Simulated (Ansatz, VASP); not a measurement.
# SiC in VASP and in Ansatz

```
Si C
1.0
     0.00000    2.18986    2.18986
     2.18986    0.00000    2.18986
     2.18986    2.18986    0.00000
Si C
1 1
Direct
  0.50000 0.50000 0.50000
  0.25000 0.25000 0.25000
```

Alike in both runs: task relaxation of cell and atoms; functional PBE; k mesh 12 × 12 × 12; no spin polarisation.

|  | VASP | Ansatz |
| --- | --- | --- |
| version | VASP 6.6.1 | Ansatz 0.2.0 |
| potentials or method | VASP PAW PBE potentials, release 64 (Si, C), cutoff 600 eV | scalar-relativistic, plane waves, PAW |
| occupations | gaussian, width 0.01 eV | fixed |
| valence electrons in the cell | 8 | 8 |

```csv
,VASP,Ansatz,Ansatz less VASP
"gap on the k mesh at the Fermi level, each at its own relaxed structure (eV)",1.37,1.37,+0.002
relaxed volume (Å³/atom),10.49,10.50,+0.009
relaxed cell length with the largest relative difference (Å),3.096,3.097,+0.0009
```
